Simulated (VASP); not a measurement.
A run of VASP 6.6.1:

The input INCAR:

```
SYSTEM = NiI3
ALGO = Normal
EDIFF = 1E-6
ENCUT = 520
GGA = PE
ISIF = 2
ISMEAR = 0
LASPH = .True.
LCHARG = .False.
LDAU = .True.
LDAUJ = 0 0
LDAUL = 2 -1
LDAUPRINT = 1
LDAUTYPE = 2
LDAUU = 6.2 0
LMAXMIX = 4
LREAL = .False.
LWAVE = .False.
NBANDS = 24
NELM = 150
PREC = Accurate
SIGMA = 0.05
```

File KPOINTS:

```
k-points
0
Gamma
  6 6 6
  0 0 0
```

File POSCAR:

```
NiI3
1.0
    5.5589997942      0.0000000000      0.0000000000
    0.0000000000      5.5589997942      0.0000000000
    0.0000000000      0.0000000000      5.5589997942
Ni I
1 3
Direct
    0.0000000000      0.0000000000      0.0000000000
    0.5000000000      0.0000000000      0.0000000000
    0.0000000000      0.0000000000      0.5000000000
    0.0000000000      0.5000000000      0.0000000000
```

Potentials or basis: VASP PAW PBE potentials, release 64 (Ni, I).

Launch:

```bash
$ cat potpaw_PBE.64/Ni/POTCAR potpaw_PBE.64/I/POTCAR > POTCAR
$ mpirun -np 1 vasp_std > vasp.out
```

Hardware: 1 thread of AMD EPYC 9R45 96-Core Processor (Zen 5) (shared host).

**Question.** How long does it take, and how much memory?

**Answer.** Run time: 46 s on 1 thread of AMD EPYC 9R45 96-Core Processor (Zen 5) (shared host), peak memory 0.26 GiB. Counts: scf iterations 16, k points 20.
